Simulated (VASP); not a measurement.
# Ba6Ti6RuO18 in VASP: single point with LDA

Aim: the single point of Ba6Ti6RuO18 with LDA.

Program: VASP 6.6.1. These are calculated values, not measurements. Logs are shortened: lines on timing, memory, paths and dates and some standing lists are left out, and cuts for length are marked.

## 1. The cell of the first run

The cell holds a slab with vacuum, 31 atoms: a = 5.654 Å, b = 6.954 Å, c = 21.964 Å, α = 90.00°, β = 90.00°, γ = 90.00°.

## 2. Single point, LDA

INCAR

```
PREC = Accurate ; ENCUT = 520
EDIFF = 1E-7 ; ISMEAR = -1
SIGMA = 0.05 ; LREAL = Auto
LASPH = T ; NELM = 80
ALGO = Normal ; ISIF = 2
LWAVE = F ; LCHARG = F
GGA = CA ; NBANDS = 148
```

KPOINTS

```
Automatic mesh
0
Gamma
  2 2 1
```

POSCAR

```
Ba6Ti6RuO18
1.0
    5.6540340000      0.0000000000      0.0000000000
    0.0000000000      6.9537760000      0.0000000000
    0.0000000000      0.0000000000     21.9640910000
Ba Ti O Ru
6 6 18 1
Direct
    0.0000000000      0.0000000000      0.0455288589
    0.0030951353      0.3535057787      0.1920817028
    0.4798697709      0.6623020356      0.1240206116
    0.4943196309      0.0347437133      0.2651236511
    0.5204602590      0.3314745830      0.4148953854
    1.0227211227      0.6998499808      0.3303710588
    0.5096184423      0.1604308220      0.1142592243
    0.0000000000      0.4879938612      0.0455288589
    0.9975886243      0.8575053324      0.1949272565
    1.0125337060      0.1829797221      0.3453910294
    0.4951508958      0.4873035887      0.2700180035
    0.5085572531      0.8260404132      0.4085850855
    0.7417712734     -0.0041128734      0.1593327946
    0.4999969933      0.0142368693      0.0467035035
    0.2409960747     -0.0133740287      0.1502406815
    0.2460544100      0.3475665595      0.0820976384
    0.4627669377      0.3375144670      0.1994027433
    0.7539572631      0.3475665595      0.0820976384
    0.2578336105      0.6670620394      0.2304761895
    0.9796014668      0.6921994611      0.0915039006
    0.7625528959      0.6690321920      0.2233509231
    0.2593723349      0.0296529540      0.3780853030
    0.9874188942      0.0155167495      0.2606663759
    0.7265962674      0.0074348095      0.3812905346
    0.7376856949      0.3381184554      0.3023161760
    0.9913276079      0.3540953864      0.4100329033
    0.2314276851      0.3475521788      0.3041327775
    0.6907457578      0.6654370230      0.4639618366
    0.5554618172      0.6474899393      0.3474944627
    0.2640061945      0.6783364894      0.4423401815
   -0.0123982275      0.5578120434      0.4616717350
```

Potentials or basis: VASP PAW LDA potentials, release 64 (Ba_sv, Ti_sv, O, Ru_pv).

Command:

```sh
> cat potpaw_LDA.64/Ba_sv/POTCAR potpaw_LDA.64/Ti_sv/POTCAR potpaw_LDA.64/O/POTCAR potpaw_LDA.64/Ru_pv/POTCAR > POTCAR
> mpirun -np 1 vasp_std > vasp.out
```

OUTCAR:

```text
PREC = Accurate
   ENCUT = 520
   EDIFF = 1E-7
   ISMEAR = -1
   LREAL = Auto
   LASPH = T
   NELM = 80
   ISIF = 2
   GGA = CA

 ion  position               nearest neighbor table
   1  0.000  0.000  0.046-  20 2.37  15 2.67  14 2.83  14 2.83  13 2.89  18 2.90  16 2.90   7 3.35
                             8 3.39   9 3.43   7 3.44   8 3.56   3 3.98   2 4.05   3 4.14
   2  0.003  0.354  0.192-  17 2.61  21 2.67  19 2.75  16 2.78  27 2.78  23 2.79  18 2.80  25 2.85
                            13 2.98  15 3.03  17 3.06  20 3.23   8 3.35  11 3.40   9 3.45  11 3.47
   3  0.480  0.662  0.124-  19 2.65  15 2.69  21 2.70  16 2.72  17 2.80  18 2.84  13 2.86  20 2.92
                            20 2.92  14 2.98   9 3.42  11 3.43   8 3.44   7 3.47   7 3.50   9 3.58
   4  0.494  0.035  0.265-  17 2.56  25 2.65  13 2.73  27 2.77  23 2.79  22 2.81  23 2.87  24 2.88
                            15 2.92  19 2.98  21 3.10  11 3.15  29 3.26  10 3.40   7 3.43   9 3.43
   5  0.520  0.331  0.415-  24 2.64  29 2.66  26 2.67  22 2.69  28 2.74  25 2.76  30 2.88  27 2.93
                            26 3.00  31 3.24  10 3.34  11 3.36  10 3.41  12 3.44  12 3.52  31 3.55
   6  0.023  0.700  0.330-  19 2.58  23 2.68  29 2.69  27 2.78  21 2.78  30 2.82  22 2.85  24 2.94
                            26 2.98  25 3.05  31 3.05  29 3.06   9 3.17  11 3.33  12 3.36  10 3.38
   7  0.510  0.160  0.114-  14 1.80  13 2.00  18 2.03  15 2.10  16 2.10  17 2.25   1 3.35   4 3.43
                             1 3.44   3 3.47   3 3.50   2 3.54   2 3.60
   8  0.000  0.488  0.046-  20 1.75  18 1.88  16 1.88   2 3.35   1 3.39   3 3.44   1 3.56   3 3.62

   9  0.998  0.858  0.195-  23 1.82  13 1.91  15 1.91  21 1.97  19 2.13   6 3.17   3 3.42   1 3.43
                             4 3.43   2 3.45   4 3.46   2 3.51   3 3.58
  10  0.013  0.183  0.345-  26 1.86  22 1.90  27 1.91  25 2.12  24 2.17  23 2.20   5 3.34   6 3.38
                             4 3.40   5 3.41   2 3.57   4 3.57   6 3.61
  11  0.495  0.487  0.270-  25 1.86  17 1.88  27 1.93  19 2.03  29 2.06  21 2.22   4 3.15   6 3.33
                             5 3.36   2 3.40   3 3.43   2 3.47   6 3.58   4 3.81
  12  0.509  0.826  0.409-  29 1.85  24 1.86  30 1.88  28 1.95  22 2.11   6 3.36   5 3.44   4 3.47
                             6 3.49   5 3.52
  13  0.742  0.996  0.159-   9 1.91   7 2.00   4 2.73   3 2.86   1 2.89   2 2.98
  14  0.500  0.014  0.047-   7 1.80   1 2.83   1 2.83   3 2.98
  15  0.241  0.987  0.150-   9 1.91   7 2.10   1 2.67   3 2.69   4 2.92   2 3.03
  16  0.246  0.348  0.082-   8 1.88   7 2.10   3 2.72   2 2.78   1 2.90
  17  0.463  0.338  0.199-  11 1.88   7 2.25   4 2.56   2 2.61   3 2.80   2 3.06
  18  0.754  0.348  0.082-   8 1.88   7 2.03   2 2.80   3 2.84   1 2.90
  19  0.258  0.667  0.230-  11 2.03   9 2.13   6 2.58   3 2.65   2 2.75   4 2.98
  20  0.980  0.692  0.092-   8 1.75   1 2.37   3 2.92   3 2.92   2 3.23
  21  0.763  0.669  0.223-   9 1.97  11 2.22   2 2.67   3 2.70   6 2.78   4 3.10
  22  0.259  0.030  0.378-  10 1.90  12 2.11   5 2.69   4 2.81   6 2.85
  23  0.987  0.016  0.261-   9 1.82  10 2.20   6 2.68   4 2.79   2 2.79   4 2.87
  24  0.727  0.007  0.381-  12 1.86  10 2.17   5 2.64   4 2.88   6 2.94
  25  0.738  0.338  0.302-  11 1.86  10 2.12   4 2.65   5 2.76   2 2.85   6 3.05
  26  0.991  0.354  0.410-  31 1.81  10 1.86   5 2.67   6 2.98   5 3.00
  27  0.231  0.348  0.304-  10 1.91  11 1.93   4 2.77   2 2.78   6 2.78   5 2.93
  28  0.691  0.665  0.464-  31 1.84  12 1.95   5 2.74
  29  0.555  0.647  0.347-  12 1.85  11 2.06   5 2.66   6 2.69   6 3.06   4 3.26
[... 199 lines left out ...]
  Fermi-wavevector in a.u.,A,eV,Ry     =   1.088734  2.057410 16.127566  1.185343
  Thomas-Fermi vector in A             =   2.224922
   LORBIT       =      0    0 simple, 1 ext, 2 COOP (PROOUT), +10 PAW based schemes
   GGA     = CA    functional components
   LHFCALC =     F    Hartree Fock is set to
   AEXX    =    0.0000 exact exchange contribution
   IVDW    =     0    specifies the selected vdW correction
   LEPSILON=     F    determine dielectric tensor
   LRPA    =     F    only Hartree local field effects (RPA)
 non-spin polarized calculation
  energy-cutoff  :      520.00
  volume of cell :      863.56
 maximum number of plane-waves:     23298
   NGX = 21   NGY = 25   NGZ = 81

 number of electron     253.9999971 magnetization

 Free energy of the ion-electron system (eV)
  ---------------------------------------------------
  ext. energy  EPLUGINS =         0.00000000
  ---------------------------------------------------
  free energy    TOTEN  =      -261.37210103 eV

  energy without entropy =     -261.27401991  energy(sigma->0) =     -261.32306047

 E-fermi :   1.0382     XC(G=0):  -6.3627

 val. band max:        1.0167386458   @ k =   0.0000   0.0000   0.0000
 cond. band min:       1.0608272241   @ k =   0.0000   0.5000   0.0000
 fundamental gap:      0.0440885783
 Fermi energy:         1.0381673818

 k-point     1 :       0.0000    0.0000    0.0000
  band No.  band energies     occupation
      1     -56.6977      2.00000
      2     -56.6683      2.00000
      3     -56.6461      2.00000
      4     -56.5830      2.00000
      5     -56.4304      2.00000
      6     -56.2772      2.00000
[... 557 lines left out ...]
    138       2.4165      0.00000
    139       2.4508      0.00000
 [bands above 139 left out]

------------------------ aborting loop because EDIFF is reached ----------------------------------------

  FORCE on cell =-STRESS in cart. coord.  units (eV):
  Direction    XX          YY          ZZ          XY          YZ          ZX
  --------------------------------------------------------------------------------------
  -------------------------------------------------------------------------------------
  Total       -4.0584448      1.9138753     -2.3070455      1.1467945      3.4141417     -2.9800546
  in kB       -7.5297036      3.5508464     -4.2803019      2.1276679      6.3343168     -5.5289475
  external PRESSURE =      -2.7530530 kB  Pullay stress =       0.0000000 kB

 VOLUME and BASIS-vectors are now :
 -----------------------------------------------------------------------------
  energy-cutoff  :      520.00
  volume of cell :      863.56
      direct lattice vectors                 reciprocal lattice vectors
     5.654034000  0.000000000  0.000000000     0.176864872  0.000000000  0.000000000
     0.000000000  6.953776000  0.000000000     0.000000000  0.143806761  0.000000000
     0.000000000  0.000000000 21.964091000     0.000000000  0.000000000  0.045528859

 POSITION                                       TOTAL-FORCE (eV/Angst)
 -----------------------------------------------------------------------------------
      0.00000      0.00000      1.00000         0.123765      1.542430     -0.592515
      0.01750      2.45820      4.21890        -0.452704     -0.463111      0.398461
      2.71320      4.60550      2.72400         0.809154      0.441459      0.065217
      2.79490      0.24160      5.82320         0.292221     -1.548522      0.119418
      2.94270      2.30500      9.11280        -0.656572      0.112582      0.201275
      0.12847      4.86660      7.25630        -0.735940     -0.386044      0.779480
[... 23 lines left out ...]
      1.49270      4.71700      9.71560        -0.158036      0.065820      0.165246
      5.58393      3.87890     10.14020        -0.673566      1.913626      0.929510
 -----------------------------------------------------------------------------------
    total drift:                                0.033065     -0.001631      0.016875

  FREE ENERGIE OF THE ION-ELECTRON SYSTEM (eV)
  ---------------------------------------------------
  free  energy   TOTEN  =      -261.3721010315 eV

  energy  without entropy=     -261.2740199050  energy(sigma->0) =     -261.32306047
```

stdout:

```text
POSCAR found type information on POSCAR BaTiO Ru
 POSCAR found :  4 types and      31 ions
 scaLAPACK will be used
 LDA part: xc-table for (Slater(with rela. corr.)+CA(PZ))
 , standard interpolation
 POSCAR, INCAR and KPOINTS ok, starting setup
 FFT: planning ... GRIDC
 FFT: planning ... GRID_SOFT
 FFT: planning ... GRID
 WAVECAR not read
 entering main loop
```

Run time: 62 min. Hardware: 1 thread of Intel Xeon 8259CL, shared host; peak memory 0.77 GiB.

What came out:

```yaml
Free_energy: -261.3721 eV
Largest_force: 3.718 eV/Å
Band_gap_on_the_k_mesh: zero (bands 127 and 128 overlap by 0.07 eV)
```

Forces on the atoms (eV/Å):
```
Ba   0.124  1.542 -0.593
Ba  -0.453 -0.463  0.398
Ba   0.809  0.441  0.065
Ba   0.292 -1.549  0.119
Ba  -0.657  0.113  0.201
Ba  -0.736 -0.386  0.779
Ti  -0.809 -0.899 -1.039
Ti  -0.252 -2.509  2.732
Ti  -0.672  0.032  0.555
Ti  -0.821  0.025  0.751
Ti   0.440  1.276 -0.795
Ti   0.355 -0.696 -0.154
O   -0.055  0.877 -1.308
O    0.211  0.295  1.259
O    0.020  0.546  0.081
O   -0.675  0.606 -1.123
O    0.954 -0.268 -1.204
O    0.490  0.170 -0.824
O   -0.313  0.859 -0.439
O    0.269 -0.539  0.554
O    0.087 -0.207 -0.015
O   -0.175 -0.797 -0.314
O    0.675  0.018  0.743
O    0.982  0.327 -0.391
O    0.288 -0.512  0.205
O    0.334 -1.467 -0.875
O    0.777  0.286  0.202
O    0.449  0.216  0.177
O   -1.106  0.680 -0.843
O   -0.158  0.066  0.165
Ru  -0.674  1.914  0.930
```

Caveat: the k points lie up to 0.56 Å⁻¹ apart; there is no dipole correction, which matters where the two faces differ; spin-orbit coupling is left out, which moves the levels of the heavy elements; semilocal functionals often make such compounds metallic where correlation or magnetic order opens a gap, which also shifts bond lengths.

The gap in the log of VASP goes by the Fermi energy; the results here count the filled bands.